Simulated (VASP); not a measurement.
MnSiO:

```xyz
6
Lattice="4.7879 0.0000 0.0000 0.0000 4.7879 0.0000 0.0000 0.0000 3.5495" Properties=species:S:1:pos:R:3 pbc="T T T"
Mn    2.3939    0.0000    0.5614
Mn    0.0000    2.3939    2.9880
Si    0.0000    0.0000    1.7747
Si    2.3939    2.3939    1.7747
O     2.3939    0.0000    2.3381
O     0.0000    2.3939    1.2114
```

The cell was generated, and may not be a known phase.

| Quantity | Value |
| --- | --- |
| Program | VASP 6.6.1 |
| Task | relaxation of cell and atoms |
| Functional | PBE |
| Potentials or basis | VASP PAW PBE potentials, release 64 (Mn_pv, Si, O) |
| Cutoff | 600 eV |
| k mesh | 4 × 4 × 5 |
| Occupations | gaussian, width 0.2 eV |
| Spin | collinear spin, ferromagnetic start |
| Starting moments | [4.0, 4.0, 0.0, 0.0, 0.0, 0.0] μB |

At the start: pressure 9.3 GPa; volume 13.56 Å³/atom.

Q: Where does the relaxation end?

A: Over 34 steps the energy falls by 153.7 meV/atom and the volume is 13.01 Å³/atom (-4.1 %); space group P4/nmm (No. 129, to 0.1 Å) before and after; moment 6.42 μB per cell.

Step by step:
```
step  energy change (eV)  largest force (eV/Å)  pressure (GPa)  volume (Å³)
   1              0.0000                0.2052            9.31        81.37
   2             -0.1793                0.5134           -6.49        90.80
   3             -0.3314                0.3892           -0.91        86.85
   4             -0.3317                0.3832           -0.63        86.69
   5             -0.3394                0.2883           -0.32        86.26
   6             -0.3405                0.1435           -0.42        86.37
   7             -0.3438                0.1432           -0.20        85.90
   8             -0.3485                0.1454            0.45        84.68
   9             -0.3518                0.1640            0.23        84.67
  10             -0.3602                0.2877           -0.39        84.66
  11             -0.3701                0.4884           -1.52        84.62
  12             -0.3718                0.5705           -2.04        84.60
  13             -0.3723                0.5723           -2.05        84.59
  14             -0.3737                0.5785           -2.09        84.56
  15             -0.3765                0.5910           -2.16        84.50
  16             -0.3826                0.6151           -2.32        84.39
  17             -0.3966                0.6607           -2.64        84.16
  18             -0.4335                0.7423           -3.29        83.70
  19             -0.5349                0.8031           -4.22        82.74
  20             -0.7026                0.6481           -4.79        80.71
  21             -0.2054                0.9581           -2.09        76.28
  22             -0.7297                0.5665           -4.74        80.31
  23             -0.7844                0.3942           -3.31        78.37
  24             -0.7895                0.3291           -2.68        77.57
  25             -0.8323                0.3027           -1.88        77.16
  26             -0.8956                0.1852            0.59        76.12
  27             -0.8996                0.0965            1.83        75.70
  28             -0.9000                0.1204            1.52        75.80
  29             -0.9080                0.0882            1.06        76.38
  30             -0.9168                0.2198           -0.08        77.94
  31             -0.9195                0.0814           -0.08        78.12
  32             -0.9196                0.0960           -0.07        78.17
  33             -0.9204                0.0809           -0.01        78.14
  34             -0.9223                0.0628            0.19        78.07
```

Final structure:
```cif
data_structure
_symmetry_space_group_name_H-M 'P 1'
_symmetry_Int_Tables_number 1
_cell_length_a 4.4807
_cell_length_b 4.4807
_cell_length_c 3.8885
_cell_angle_alpha 90.000
_cell_angle_beta 90.000
_cell_angle_gamma 90.000
_cell_volume 78.07
loop_
_atom_site_label
_atom_site_type_symbol
_atom_site_fract_x
_atom_site_fract_y
_atom_site_fract_z
_atom_site_occupancy
Mn1 Mn 0.50000 0.00000 0.00925 1
Mn2 Mn 0.00000 0.50000 0.99075 1
Si1 Si 0.00000 0.00000 0.50000 1
Si2 Si 0.50000 0.50000 0.50000 1
O1 O 0.50000 0.00000 0.50870 1
O2 O 0.00000 0.50000 0.49130 1
```

Caveat: the run started ferromagnetic, and an antiferromagnetic order may lie lower in energy; the relaxation stopped at a loose force limit of 0.08 eV/Å, so its end isn't a converged minimum.
